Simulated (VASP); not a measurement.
# GeSb2Te4 (I-4m2) in VASP: further runs

GeSb2Te4 is run at these levels: PBE; tasks: single point.

All numbers are computed with VASP 6.6.1; they aren't measurements. Logs are shortened: lines on timing, memory, paths and dates and some standing lists are left out, and cuts for length are marked.

### 1 The cell of the first run

Symmetry: I-4m2, No. 119, tetragonal system. The conventional cell has a = 5.949 Å, b = 5.949 Å, c = 11.671 Å, α = 90.00°, β = 90.00°, γ = 90.00°. Within 3.8 Å of Ge (site symmetry -4m2) lie 6 Te at 2.85 to 2.98 Å. Within 3.9 Å of Sb (site symmetry -4m2) lie 6 Te at 2.98 Å. Sb (site symmetry -4m2) has 6 Te at 2.98 to 3.07 Å within 3.9 Å. Within 4.4 Å of Te (site symmetry 2mm) lie 2 Ge at 2.98 Å and 3 Sb at 2.98 to 3.07 Å and 12 Te at 4.02 to 4.32 Å. Within 3.8 Å of Te (site symmetry 2mm) lie 1 Ge at 2.85 Å and 3 Sb at 2.98 Å.

### 2 Single point, PBE (29.50 Å³/atom)

File INCAR:

```
SYSTEM = GeSb2Te4
PREC     = Accurate       ! precision mode
ENCUT    = 520            ! plane-wave cutoff, eV
EDIFF    = 1E-7           ! SCF threshold, eV
ISMEAR   = 0              ! smearing method
SIGMA    = 0.1            ! smearing width, eV
LREAL    = .False.        ! projectors in reciprocal space
LASPH    = .True.         ! aspherical terms in the spheres
NELM     = 100            ! most SCF steps
ALGO     = Normal         ! electronic algorithm
ISIF     = 2              ! what is computed and relaxed
LWAVE    = .False.        ! write WAVECAR
LCHARG   = .False.        ! write CHGCAR
GGA      = PE             ! functional
NBANDS   = 33             ! bands
```

File KPOINTS:

```
Automatic mesh
0
Gamma
  8 8 8
  0 0 0
```

File POSCAR:

```
GeSb2Te4
1.0
   -2.9745504180      2.9745504180      5.8354014436
    2.9745504180     -2.9745504180      5.8354014436
    2.9745504180      2.9745504180     -5.8354014436
Ge Sb Te
1 2 4
Direct
    0.0000000000      0.0000000000      0.0000000000
    0.5000000000      0.5000000000      0.0000000000
    0.2500000000      0.7500000000      0.5000000000
    0.5130581047      0.0130581047      0.5000000000
    0.2445928191      0.2445928191      0.0000000000
    0.9869418953      0.4869418953      0.5000000000
    0.7554071809      0.7554071809      0.0000000000
```

Potentials or basis: VASP PAW PBE potentials, release 64 (Ge_d, Sb, Te).

On the command line:

```
$ cat potpaw_PBE.64/Ge_d/POTCAR potpaw_PBE.64/Sb/POTCAR potpaw_PBE.64/Te/POTCAR > POTCAR
$ mpirun -np 1 vasp_std > vasp.out
```

OUTCAR:

```text
SYSTEM = GeSb2Te4
   PREC = Accurate
   ENCUT = 520
   EDIFF = 1E-7
   ISMEAR = 0
   LREAL = .False.
   LASPH = .True.
   NELM = 100
   ISIF = 2
   GGA = PE

 ion  position               nearest neighbor table
   1  0.000  0.000  0.000-   5 2.85   7 2.85   6 2.98   4 2.98   4 2.98   6 2.98
   2  0.500  0.500  0.000-   4 2.98   6 2.98   4 2.98   6 2.98   5 2.98   7 2.98
   3  0.250  0.750  0.500-   7 2.98   5 2.98   7 2.98   5 2.98   4 3.07   6 3.07
   4  0.513  0.013  0.500-   1 2.98   2 2.98   2 2.98   1 2.98   3 3.07
   5  0.245  0.245  0.000-   1 2.85   3 2.98   3 2.98   2 2.98
   6  0.987  0.487  0.500-   2 2.98   1 2.98   1 2.98   2 2.98   3 3.07
   7  0.755  0.755  0.000-   1 2.85   3 2.98   3 2.98   2 2.98

  LATTYP: Found a body centered tetragonal cell.
 ALAT       =     5.9491008360
 C/A-ratio  =     1.9617759404

  Lattice vectors:

 A1 = (  -2.9745504180,   2.9745504180,   5.8354014436)
 A2 = (   2.9745504180,  -2.9745504180,   5.8354014436)
 A3 = (   2.9745504180,   2.9745504180,  -5.8354014436)

Analysis of symmetry for initial positions (statically):
=====================================================================
 Subroutine PRICEL returns:
 Original cell was already a primitive cell.

 Routine SETGRP: Setting up the symmetry group for a
 body centered tetragonal supercell.

 Subroutine GETGRP returns: Found  8 space group operations
 (whereof  8 operations were pure point group operations)
 out of a pool of 16 trial point group operations.

The static configuration has the point symmetry D_2d.

Analysis of symmetry for dynamics (positions and initial velocities):
=====================================================================
 Subroutine PRICEL returns:
 Original cell was already a primitive cell.

 Routine SETGRP: Setting up the symmetry group for a
 body centered tetragonal supercell.

 Subroutine GETGRP returns: Found  8 space group operations
 (whereof  8 operations were pure point group operations)
 out of a pool of 16 trial point group operations.

The dynamic configuration has the point symmetry D_2d.

 Subroutine INISYM returns: Found  8 space group operations
 (whereof  8 operations are pure point group operations),
 and found     1 'primitive' translations

----------------------------------------------------------------------------------------

                                     Primitive cell

  volume of cell :     206.5254

  direct lattice vectors                    reciprocal lattice vectors
    -2.974550418  2.974550418  5.835401444     0.000000000  0.168092629  0.085683908
     2.974550418 -2.974550418  5.835401444     0.168092629  0.000000000  0.085683908
     2.974550418  2.974550418 -5.835401444     0.168092629  0.168092629  0.000000000

  length of vectors
     7.193595095  7.193595095  7.193595095     0.188671312  0.188671312  0.237718876

  position of ions in fractional coordinates (direct lattice)
     0.000000000  0.000000000  0.000000000
     0.500000000  0.500000000  0.000000000
     0.250000000  0.750000000  0.500000000
     0.513058105  0.013058105  0.500000000
     0.244592819  0.244592819  0.000000000
     0.986941895  0.486941895  0.500000000
     0.755407181  0.755407181  0.000000000

  ion indices of the primitive-cell ions
   primitive index   ion index
                 1           1
                 2           2
                 3           3
                 4           4
                 5           5
                 6           6
                 7           7

----------------------------------------------------------------------------------------

 KPOINTS: Automatic mesh

Automatic generation of k-mesh.
 Grid dimensions read from file:
 generate k-points for:    8    8    8

 Generating k-lattice:

  Cartesian coordinates                     Fractional coordinates (reciprocal lattice)
     0.000000000  0.021011579  0.010710488     0.125000000  0.000000000  0.000000000
     0.021011579  0.000000000  0.010710488     0.000000000  0.125000000  0.000000000
     0.021011579  0.021011579  0.000000000     0.000000000  0.000000000  0.125000000

  Length of vectors
     0.023583914  0.023583914  0.029714859

  Shift w.r.t. Gamma in fractional coordinates (k-lattice)
     0.000000000  0.000000000  0.000000000

 Subroutine IBZKPT returns following result:
 ===========================================

 Found     59 irreducible k-points:

 Following reciprocal coordinates:
            Coordinates               Weight
  0.000000  0.000000  0.000000      1.000000
  0.125000  0.000000 -0.000000      8.000000
  0.250000  0.000000 -0.000000      8.000000
  0.375000 -0.000000  0.000000      8.000000
  0.500000  0.000000 -0.000000      4.000000
  0.125000  0.125000 -0.000000      8.000000
[... 16 lines left out ...]
  0.250000  0.125000  0.125000     16.000000
  0.375000  0.125000  0.125000      8.000000
 [... further k-points ...]
   k-points           NKPTS =     59   k-points in BZ     NKDIM =     59   number of bands    NBANDS=     33
   number of dos      NEDOS =    301   number of ions     NIONS =      7
   total plane-waves  NPLWV = 157464
   dimension x,y,z NGX =    54 NGY =   54 NGZ =   54
   dimension x,y,z NGXF=   108 NGYF=  108 NGZF=  108
   ions per type =               1   2   4
   NGX,Y,Z   is equivalent  to a cutoff of  12.48, 12.48, 12.48 a.u.
   NGXF,Y,Z  is equivalent  to a cutoff of  24.96, 24.96, 24.96 a.u.
 SYSTEM =  GeSb2Te4
   PREC   = accura    normal or accurate (medium, high low for compatibility)
   ISTART =      0    job   : 0-new  1-cont  2-samecut
   ICHARG =      2    charge: 1-file 2-atom 10-const
   ISPIN  =      1    spin polarized calculation?
   LNONCOLLINEAR =      F non collinear calculations
   LSORBIT =      F    spin-orbit coupling
   LASPH  =      T    aspherical Exc in radial PAW
   ENCUT  =  520.0 eV  38.22 Ry    6.18 a.u.  13.38 13.38 13.38*2*pi/ulx,y,z
   NELM   =    100;   NELMIN=  2; NELMDL= -5     # of ELM steps
   EDIFF  = 0.1E-06   stopping-criterion for ELM
   LREAL  =      F    real-space projection
   EDIFFG = 0.1E-05   stopping-criterion for IOM
   NSW    =      0    number of steps for IOM
   IBRION =     -1    ionic relax: 0-MD 1-quasi-New 2-CG
   NFREE  =      0    steps in history (QN), initial steepest desc. (CG)
   ISIF   =      2    stress and relaxation
   ISYM   =      2    0-nonsym 1-usesym 2-fastsym
   POTIM  = 0.5000    time-step for ionic-motion
   TEBEG  =    0.0;   TEEND  =   0.0 temperature during run
   PSTRESS=    0.0 pullay stress
   NELECT =      48.0000    total number of electrons
   NUPDOWN=      -1.0000    fix difference up-down
   EMIN   =  10.00;   EMAX   =-10.00  energy-range for DOS
   EFERMI =   0.00;   METHOD = LEGACY
   ISMEAR =     0;   SIGMA  =   0.10  broadening in eV -4-tet -1-fermi 0-gaus
   EFERMI_NEDOS =   21; number of points for ismear=-14 and -15
   IALGO  =     38    algorithm
   IMIX   =      4    mixing-type and parameters
     AMIX     =   0.40;   BMIX     =  1.00
     AMIX_MAG =   1.60;   BMIX_MAG =  1.00
  volume/ion in A,a.u.               =      29.50       199.10
  Fermi-wavevector in a.u.,A,eV,Ry     =   1.006539  1.902084 13.784356  1.013122
  Thomas-Fermi vector in A             =   2.139288
   LORBIT       =      0    0 simple, 1 ext, 2 COOP (PROOUT), +10 PAW based schemes
   GGA     = PE    functional components
   LHFCALC =     F    Hartree Fock is set to
   AEXX    =    0.0000 exact exchange contribution
   IVDW    =     0    specifies the selected vdW correction
   LEPSILON=     F    determine dielectric tensor
   LRPA    =     F    only Hartree local field effects (RPA)
 non-spin polarized calculation
 Gauss-broadening in eV      SIGMA  =   0.10
  energy-cutoff  :      520.00
  volume of cell :      206.53
 maximum number of plane-waves:      5600
 NGX is ok and might be reduce to    54
   NGX = 27   NGY = 27   NGZ = 27

 number of electron      48.0000013 magnetization

 Free energy of the ion-electron system (eV)
  ---------------------------------------------------
  ext. energy  EPLUGINS =         0.00000000
  ---------------------------------------------------
  free energy    TOTEN  =       -25.16680553 eV

  energy without entropy =      -25.15944470  energy(sigma->0) =      -25.16312512

 E-fermi :   6.5599     XC(G=0):  -9.5545

 val. band max:        6.5451885553   @ k =  -0.2500   0.2500   0.0000
 cond. band min:       6.5612564989   @ k =   0.3750   0.1250   0.1250
 fundamental gap:      0.0160679436
 Fermi energy:         6.5598566847

 k-point     1 :       0.0000    0.0000    0.0000
  band No.  band energies     occupation
      1     -18.2379      2.00000
      2     -18.2304      2.00000
      3     -18.2289      2.00000
      4     -18.2187      2.00000
      5     -18.2187      2.00000
      6      -6.8234      2.00000
[... 25 lines left out ...]
     32      11.9277      0.00000
     33      12.2337      0.00000

 k-point     2 :       0.1250    0.0000   -0.0000
  band No.  band energies     occupation
      1     -18.2378      2.00000
      2     -18.2304      2.00000
      3     -18.2289      2.00000
      4     -18.2187      2.00000
      5     -18.2187      2.00000
      6      -6.7543      2.00000
[... 25 lines left out ...]
     32      11.7480      0.00000
     33      11.9582      0.00000

 k-point     3 :       0.2500    0.0000   -0.0000
  band No.  band energies     occupation
      1     -18.2378      2.00000
      2     -18.2305      2.00000
      3     -18.2289      2.00000
      4     -18.2187      2.00000
      5     -18.2187      2.00000
      6      -6.5506      2.00000
[... 25 lines left out ...]
     32      11.0329      0.00000
     33      11.5132      0.00000

 k-point     4 :       0.3750   -0.0000    0.0000
  band No.  band energies     occupation
      1     -18.2378      2.00000
      2     -18.2305      2.00000
      3     -18.2289      2.00000
      4     -18.2187      2.00000
      5     -18.2187      2.00000
      6      -6.2306      2.00000
[... 25 lines left out ...]
     32      11.0432      0.00000
     33      11.1745      0.00000

 k-point     5 :       0.5000    0.0000   -0.0000
  band No.  band energies     occupation
      1     -18.2378      2.00000
      2     -18.2305      2.00000
      3     -18.2289      2.00000
      4     -18.2187      2.00000
      5     -18.2187      2.00000
      6      -5.9464      2.00000
[... 604 lines left out ...]
 k-point    22 :       0.1250    0.1250    0.1250
  band No.  band energies     occupation
      1     -18.2378      2.00000
      2     -18.2305      2.00000
      3     -18.2289      2.00000
      4     -18.2187      2.00000
      5     -18.2187      2.00000
      6      -6.3312      2.00000
[... 25 lines left out ...]
     32      10.5049      0.00000
     33      11.1096      0.00000

 k-point    23 :       0.2500    0.1250    0.1250
  band No.  band energies     occupation
      1     -18.2378      2.00000
      2     -18.2305      2.00000
      3     -18.2289      2.00000
      4     -18.2187      2.00000
      5     -18.2187      2.00000
      6      -6.0110      2.00000
[... 25 lines left out ...]
     32      10.3101      0.00000
     33      10.9092      0.00000

 k-point    24 :       0.3750    0.1250    0.1250
  band No.  band energies     occupation
      1     -18.2378      2.00000
      2     -18.2305      2.00000
      3     -18.2289      2.00000
      4     -18.2187      2.00000
      5     -18.2187      2.00000
      6      -5.7192      2.00000
[... 25 lines left out ...]
     32      10.2595      0.00000
     33      10.5026      0.00000

 [... further k-points ...]
[... 5 lines left out ...]
  --------------------------------------------------------------------------------------
  -------------------------------------------------------------------------------------
  Total        5.9693250      5.9693250      5.9747954      0.0000000      0.0000000      0.0000000
  in kB       46.3086806     46.3086806     46.3511185      0.0000000      0.0000000      0.0000000
  external PRESSURE =      46.3228266 kB  Pullay stress =       0.0000000 kB

 VOLUME and BASIS-vectors are now :
 -----------------------------------------------------------------------------
  energy-cutoff  :      520.00
  volume of cell :      206.53
      direct lattice vectors                 reciprocal lattice vectors
    -2.974550418  2.974550418  5.835401444     0.000000000  0.168092629  0.085683908
     2.974550418 -2.974550418  5.835401444     0.168092629  0.000000000  0.085683908
     2.974550418  2.974550418 -5.835401444     0.168092629  0.168092629  0.000000000

 POSITION                                       TOTAL-FORCE (eV/Angst)
 -----------------------------------------------------------------------------------
      0.00000      0.00000      0.00000        -0.000000      0.000000      0.000000
      0.00000      0.00000      5.83540        -0.000000      0.000000     -0.000000
      2.97455     -0.00000      2.91770        -0.000000      0.000000     -0.000000
      0.00000      2.97455      0.15240        -0.000000      0.000000     -0.004480
      0.00000      0.00000      2.85459         0.000000     -0.000000      0.004981
      0.00000      2.97455      5.68300        -0.000000      0.000000      0.004480
      0.00000      0.00000      8.81621         0.000000     -0.000000     -0.004981
 -----------------------------------------------------------------------------------
    total drift:                               -0.000000      0.000000     -0.000000

  FREE ENERGIE OF THE ION-ELECTRON SYSTEM (eV)
  ---------------------------------------------------
  free  energy   TOTEN  =       -25.1668055337 eV

  energy  without entropy=      -25.1594447019  energy(sigma->0) =      -25.16312512
```

Wall time 7 min (1 thread of Intel Xeon 6975P-C (Granite Rapids), shared host); peak memory 0.63 GiB.

Results:

```
Free energy            : -25.1668 eV
Pressure               : 4.6 GPa
Largest force          : 0.005 eV/Å
Band gap on the k mesh : zero (bands 24 and 25 overlap by 0.22 eV)
```

Forces on the atoms (eV/Å):
```
Ge   0.000  0.000  0.000
Sb   0.000  0.000  0.000
Sb   0.000  0.000  0.000
Te   0.000  0.000 -0.004
Te   0.000  0.000  0.005
Te   0.000  0.000  0.004
Te   0.000  0.000 -0.005
```

Caveat: the cell stands under pressure; spin-orbit coupling is left out, which moves the levels of the heavy elements.

(Part 1 of 2 ends here.)
